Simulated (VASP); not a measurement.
## Sb: relaxation of cell and atoms with HSE06

The system is Sb.

```
CELL_PARAMETERS angstrom
3.16000 0.00000 0.00000
0.00000 3.16000 0.00000
0.00000 0.00000 3.16000
ATOMIC_POSITIONS crystal
Sb 0.00000 0.00000 0.00000
```

```json
{
  "Program": "VASP 6.6.1",
  "Task": "relaxation of cell and atoms",
  "Functional": "HSE06",
  "Potentials or basis": "VASP PAW PBE potentials, release 64 (Sb)",
  "Cutoff": "600 eV",
  "k mesh": "4 × 4 × 4",
  "Occupations": "fermi-dirac, width 0.05 eV",
  "Spin": "no spin polarisation",
  "Dipole correction": "no",
  "Grid for exact exchange (PRECFOCK)": "Normal",
  "Further INCAR settings": "ALGO = Normal; EDIFF = 1e-06; IBRION = 2; EDIFFG = -0.01; NSW = 60; ISIF = 3",
  "Screening parameter": "0.2079 1/Å"
}
```

```
Relaxed volume                         : 27.92 Å³/atom
Relaxed cell                           : a = 3.034 Å, b = 3.034 Å, c = 3.034 Å, α = 90.00°, β = 90.00°, γ = 90.00°
Space group after relaxing (to 0.05 Å) : Pm-3m (No. 221)
Energy gained by relaxing              : 81.5 meV/atom
Ionic steps                            : 3
Pressure after relaxing                : 0.0 GPa
```

The path:
```tsv
step	energy change (eV)	largest force (eV/Å)	pressure (GPa)	volume (Å³)
1	0.0000	0.0000	-6.34	31.55
2	-0.0555	0.0000	5.18	26.19
3	-0.0815	0.0000	-0.01	27.92
```

Final structure:
```cif
data_structure
_symmetry_space_group_name_H-M 'P 1'
_symmetry_Int_Tables_number 1
_cell_length_a 3.0337
_cell_length_b 3.0337
_cell_length_c 3.0337
_cell_angle_alpha 90.000
_cell_angle_beta 90.000
_cell_angle_gamma 90.000
_cell_volume 27.92
loop_
_atom_site_label
_atom_site_type_symbol
_atom_site_fract_x
_atom_site_fract_y
_atom_site_fract_z
_atom_site_occupancy
Sb1 Sb 0.00000 0.00000 0.00000 1
```

Levels at points of the mesh, in eV from the Fermi level:
| k point | band 1 | band 2 | band 3 | band 4 | band 5 | band 6 |
| --- | --- | --- | --- | --- | --- | --- |
| (0.00, 0.00, 0.00) | -14.63 | 3.63 | 3.63 | 3.63 | 7.16 | 7.16 |
| (0.50, 0.00, 0.00) | -11.66 | -7.14 | 6.14 | 6.14 | 9.49 | 11.41 |
| (0.50, 0.50, 0.00) | -8.34 | -4.63 | -4.63 | 2.02 | 8.70 | 13.91 |
| (0.50, 0.50, 0.50) | -4.54 | -2.29 | -2.29 | -2.29 | 4.97 | 4.97 |

It took 3.7 min on 1 thread of Intel(R) Xeon(R) Platinum 8259CL CPU @ 2.50GHz (Skylake/Cascade Lake) (shared host), peak memory 0.26 GiB.

Caveat: the k points lie up to 0.52 Å⁻¹ apart in the final cell; the PAW data sets were made with another functional, which shifts forces and pressure a little; spin-orbit coupling is left out, which moves the levels of the heavy elements; the volume moved by -12 % from the deposited cell, more than functionals usually miss.
